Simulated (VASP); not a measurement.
Runs of VASP 6.6.1 on Al2Au. The structure is that of space group Fm-3m (No. 225), or close to it. The cells are those of the table. 

| cell | gap on the mesh (eV) | pressure (GPa) |
| --- | --- | --- |
| a = 4.126 Å, angles 60.0°, 3 atoms | none | 15.1 |
| a = 4.185 Å, angles 60.0°, 3 atoms | none | 8.3 |
| a = 4.243 Å, angles 60.0°, 3 atoms | none | (a) |
| a = 4.298 Å, angles 60.0°, 3 atoms | none | -1.2 |
| a = 4.353 Å, angles 60.0°, 3 atoms | none | (b) |

Alike in all rows: task single point; level PBE; potentials or basis VASP PAW PBE potentials, release 64 (Al, Au); no spin polarisation; k mesh 8 × 8 × 8; cutoff (eV) 520; smearing methfessel-paxton 0.1 eV.

Task: Estimate the missing entries.

Result: (a) 3.0; (b) -4.5.

Caveats: spin-orbit coupling is left out, which moves the levels of the heavy elements.

A k mesh can miss the band edges, and the runs leave out spin-orbit coupling on Au.

A gap of «none» marks levels without a gap at the run's occupations.
